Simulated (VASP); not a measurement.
# LiF (Fm-3m) in VASP: vibrations by perturbation theory with PBE

Aim: the vibrations by perturbation theory of LiF with PBE.

Program: VASP 6.6.1. These are calculated values, not measurements. Logs are shortened: lines on timing, memory, paths and dates and some standing lists are left out, and cuts for length are marked.

## 1. The cell of the first run

The structure is cubic, space group Fm-3m (No. 225). Conventional cell: a = 4.027 Å, b = 4.027 Å, c = 4.027 Å, α = 90.00°, β = 90.00°, γ = 90.00°. Within 2.7 Å of Li (site symmetry m-3m) lie 6 F at 2.01 Å. Within 2.7 Å of F (site symmetry m-3m) lie 6 Li at 2.01 Å.

## 2. Vibrations by perturbation theory, PBE

Input file INCAR:

```
  PREC = Accurate
  ENCUT = 520
  EDIFF = 1E-8
  ISMEAR = 0
  SIGMA = 0.01
  LREAL = False
  LASPH = True
  NELM = 60
  ALGO = Normal
  ISIF = 2
  LWAVE = False
  LCHARG = False
  GGA = PE
  IBRION = 8
  NSW = 1
```

Input file KPOINTS:

```
Automatic mesh
0
Gamma
  4 4 4
```

Input file POSCAR:

```
LiF
1.0
    4.0270000000      0.0000000000      0.0000000000
    0.0000000000      4.0270000000      0.0000000000
    0.0000000000      0.0000000000      4.0270000000
Li F
4 4
Direct
    0.0000000000      0.0000000000      0.0000000000
    0.0000000000      0.5000000000      0.5000000000
    0.5000000000      0.0000000000      0.5000000000
    0.5000000000      0.5000000000      0.0000000000
    0.5000000000      0.0000000000      0.0000000000
    0.0000000000      0.5000000000      0.0000000000
    0.0000000000      0.0000000000      0.5000000000
    0.5000000000      0.5000000000      0.5000000000
```

Potentials or basis: VASP PAW PBE potentials, release 64 (Li_sv, F).

Run with:

```sh
$ cat potpaw_PBE.64/Li_sv/POTCAR potpaw_PBE.64/F/POTCAR > POTCAR
$ mpirun -np 1 vasp_std > vasp.out
```

OUTCAR:

```text
PREC = Accurate
   ENCUT = 520
   EDIFF = 1E-8
   ISMEAR = 0
   LREAL = False
   LASPH = True
   NELM = 60
   ISIF = 2
   GGA = PE
   IBRION = 8
   NSW = 1

 ion  position               nearest neighbor table
   1  0.000  0.000  0.000-   5 2.01   6 2.01   7 2.01   7 2.01   6 2.01   5 2.01
   2  0.000  0.500  0.500-   6 2.01   7 2.01   8 2.01   6 2.01   7 2.01   8 2.01
   3  0.500  0.000  0.500-   5 2.01   7 2.01   8 2.01   5 2.01   8 2.01   7 2.01
   4  0.500  0.500  0.000-   5 2.01   6 2.01   8 2.01   8 2.01   5 2.01   6 2.01
   5  0.500  0.000  0.000-   1 2.01   3 2.01   4 2.01   3 2.01   4 2.01   1 2.01
   6  0.000  0.500  0.000-   1 2.01   2 2.01   4 2.01   2 2.01   1 2.01   4 2.01
   7  0.000  0.000  0.500-   1 2.01   2 2.01   3 2.01   1 2.01   2 2.01   3 2.01
   8  0.500  0.500  0.500-   2 2.01   3 2.01   4 2.01   4 2.01   3 2.01   2 2.01

  LATTYP: Found a simple cubic cell.
 ALAT       =     4.0270000000

  Lattice vectors:

 A1 = (   4.0270000000,   0.0000000000,   0.0000000000)
 A2 = (   0.0000000000,   4.0270000000,   0.0000000000)
 A3 = (   0.0000000000,   0.0000000000,   4.0270000000)

Analysis of symmetry for initial positions (statically):
=====================================================================
[... 544 lines left out ...]
  4Y     0.000000    0.828424   -0.000000    0.000000   -0.374307   -0.000000   -0.000000    0.828424    0.000000    0.000000   -3.267215   -0.000000    0.000000    0.963206    0.000000    0.000000    0.641410   -0.000000   -0.000000   -0.261352    0.000000    0.000000    0.641410   -0.000000
  4Z    -0.000000    0.000000   -0.374307   -0.000000    0.000000    0.828424   -0.000000    0.000000    0.828424    0.000000   -0.000000   -3.267215   -0.000000   -0.000000    0.641410    0.000000    0.000000    0.641410    0.000000   -0.000000   -0.261352    0.000000   -0.000000    0.963206
  5X     0.551953    0.000000    0.000000   -0.224019    0.000000   -0.000000    0.679880    0.000000    0.000000    0.679880   -0.000000   -0.000000   -5.059956    0.000000   -0.000000    1.886170   -0.000000   -0.000000    1.886170    0.000000    0.000000   -0.400080    0.000000   -0.000000
  5Y    -0.000000    0.679880   -0.000000    0.000000   -0.224019   -0.000000    0.000000    0.679880    0.000000    0.000000    0.551953    0.000000    0.000000   -5.059956   -0.000000   -0.000000    1.886170   -0.000000    0.000000   -0.400080   -0.000000   -0.000000    1.886170    0.000000
  5Z    -0.000000    0.000000    0.679880   -0.000000   -0.000000   -0.224019   -0.000000   -0.000000    0.551953    0.000000   -0.000000    0.679880    0.000000    0.000000   -5.059956    0.000000    0.000000   -0.400080   -0.000000    0.000000    1.886170    0.000000   -0.000000    1.886170
  6X     0.679880   -0.000000   -0.000000    0.679880    0.000000    0.000000   -0.224019    0.000000   -0.000000    0.551953    0.000000    0.000000    1.886170   -0.000000   -0.000000   -5.059956    0.000000   -0.000000   -0.400080    0.000000   -0.000000    1.886170    0.000000    0.000000
  6Y     0.000000    0.551953    0.000000    0.000000    0.679880    0.000000    0.000000   -0.224019   -0.000000   -0.000000    0.679880   -0.000000   -0.000000    1.886170   -0.000000    0.000000   -5.059956   -0.000000   -0.000000    1.886170    0.000000    0.000000   -0.400080   -0.000000
  6Z     0.000000   -0.000000    0.679880   -0.000000   -0.000000    0.551953   -0.000000   -0.000000   -0.224019   -0.000000    0.000000    0.679880    0.000000    0.000000   -0.400080    0.000000    0.000000   -5.059956    0.000000   -0.000000    1.886170   -0.000000    0.000000    1.886170
  7X     0.679880    0.000000    0.000000    0.679880   -0.000000   -0.000000    0.551953    0.000000    0.000000   -0.224019    0.000000   -0.000000    1.886170    0.000000    0.000000   -0.400080    0.000000   -0.000000   -5.059956    0.000000   -0.000000    1.886170   -0.000000   -0.000000
  7Y     0.000000    0.679880    0.000000    0.000000    0.551953    0.000000   -0.000000    0.679880   -0.000000    0.000000   -0.224019   -0.000000    0.000000   -0.400080   -0.000000   -0.000000    1.886170    0.000000    0.000000   -5.059956   -0.000000   -0.000000    1.886170   -0.000000
  7Z    -0.000000   -0.000000    0.551953    0.000000   -0.000000    0.679880   -0.000000    0.000000    0.679880   -0.000000   -0.000000   -0.224019   -0.000000    0.000000    1.886170    0.000000   -0.000000    1.886170    0.000000    0.000000   -5.059956    0.000000    0.000000   -0.400080
  8X    -0.224019    0.000000   -0.000000    0.551953    0.000000    0.000000    0.679880   -0.000000   -0.000000    0.679880    0.000000    0.000000   -0.400080    0.000000   -0.000000    1.886170    0.000000    0.000000    1.886170   -0.000000   -0.000000   -5.059956    0.000000   -0.000000
  8Y     0.000000   -0.224019   -0.000000   -0.000000    0.679880   -0.000000    0.000000    0.551953    0.000000    0.000000    0.679880    0.000000   -0.000000    1.886170    0.000000    0.000000   -0.400080   -0.000000   -0.000000    1.886170   -0.000000    0.000000   -5.059956   -0.000000
  8Z    -0.000000   -0.000000   -0.224019   -0.000000    0.000000    0.679880    0.000000   -0.000000    0.679880   -0.000000   -0.000000    0.551953    0.000000   -0.000000    1.886170   -0.000000    0.000000    1.886170    0.000000    0.000000   -0.400080    0.000000    0.000000   -5.059956

 Eigenvectors and eigenvalues of the dynamical matrix
 ----------------------------------------------------

   1 f  =   13.743535 THz    86.353175 2PiTHz  458.434969 cm-1    56.838666 meV
             X         Y         Z           dx          dy          dz
      0.000000  0.000000  0.000000     0.466887    0.134220   -0.000000
      0.000000  2.013500  2.013500     0.466887   -0.134220    0.000000
      2.013500  0.000000  2.013500    -0.466887    0.134220   -0.000000
      2.013500  2.013500  0.000000    -0.466887   -0.134220    0.000000
      2.013500  0.000000  0.000000     0.113721   -0.032692   -0.000000
      0.000000  2.013500  0.000000    -0.113721    0.032692    0.000000
      0.000000  0.000000  2.013500    -0.113721   -0.032692    0.000000
      2.013500  2.013500  2.013500     0.113721    0.032692   -0.000000
[... 243 lines left out ...]
  24 f/i=    0.329631 THz     2.071133 2PiTHz   10.995307 cm-1     1.363244 meV
             X         Y         Z           dx          dy          dz
      0.000000  0.000000  0.000000     0.094086    0.224582    0.023977
      0.000000  2.013500  2.013500     0.094086    0.224582    0.023977
      2.013500  0.000000  2.013500     0.094086    0.224582    0.023977
      2.013500  2.013500  0.000000     0.094086    0.224582    0.023977
      2.013500  0.000000  0.000000     0.167677    0.400243    0.042730
      0.000000  2.013500  0.000000     0.167677    0.400243    0.042730
      0.000000  0.000000  2.013500     0.167677    0.400243    0.042730
      2.013500  2.013500  2.013500     0.167677    0.400243    0.042730

--------------------------------------------------------------------------------------------------------

 ELASTIC MODULI CONTR FROM IONIC RELAXATION (kBar)
 Direction    XX          YY          ZZ          XY          YZ          ZX
 --------------------------------------------------------------------------------
 XX          -0.0000     -0.0000     -0.0000      0.0000      0.0000      0.0000
 YY          -0.0000     -0.0000     -0.0000      0.0000      0.0000      0.0000
 ZZ          -0.0000     -0.0000     -0.0000      0.0000      0.0000     -0.0000
 XY           0.0000      0.0000      0.0000     -0.0000      0.0000     -0.0000
 YZ           0.0000      0.0000      0.0000      0.0000     -0.0000      0.0000
 ZX           0.0000      0.0000     -0.0000     -0.0000      0.0000     -0.0000
 --------------------------------------------------------------------------------
```

stdout:

```text
POSCAR found type information on POSCAR LiF
 POSCAR found :  2 types and       8 ions
 scaLAPACK will be used
 LDA part: xc-table for (Slater+PW92), standard interpolation
 POSCAR, INCAR and KPOINTS ok, starting setup
 FFT: planning ... GRIDC
 FFT: planning ... GRID_SOFT
 FFT: planning ... GRID
 WAVECAR not read
 entering main loop
 Linear response reoptimize wavefunctions to high precision
 Linear response DOF=           2
 Linear response progress:
 first order change of Fermi-energy  -0.39574E-04
 force on displaced ion       1 direction 1 :  -3.267  -0.000   0.000
 Linear response progress:
 first order change of Fermi-energy  -0.41849E-04
 force on displaced ion       5 direction 1 :  -5.060   0.000   0.000
 Linear response finished
```

It took 5.3 min on 1 thread of Intel Xeon 8259CL, shared host; peak memory 0.22 GiB.

What came out:

```
Highest phonon frequency at Γ, LO-TO splitting left out : 458 cm⁻¹
```

Phonon frequencies in cm⁻¹ (negative: imaginary):
```tsv
q point	frequencies
(0.000, 0.000, 0.000)	-11 -11 -11 238 238 238 238 238 238 318 318 318 350 350 350 350 350 350 357 357 357 458 458 458
```

Caveat: the k points lie up to 0.39 Å⁻¹ apart; the cell stands under pressure or tension, which shifts response properties; some modes are imaginary.
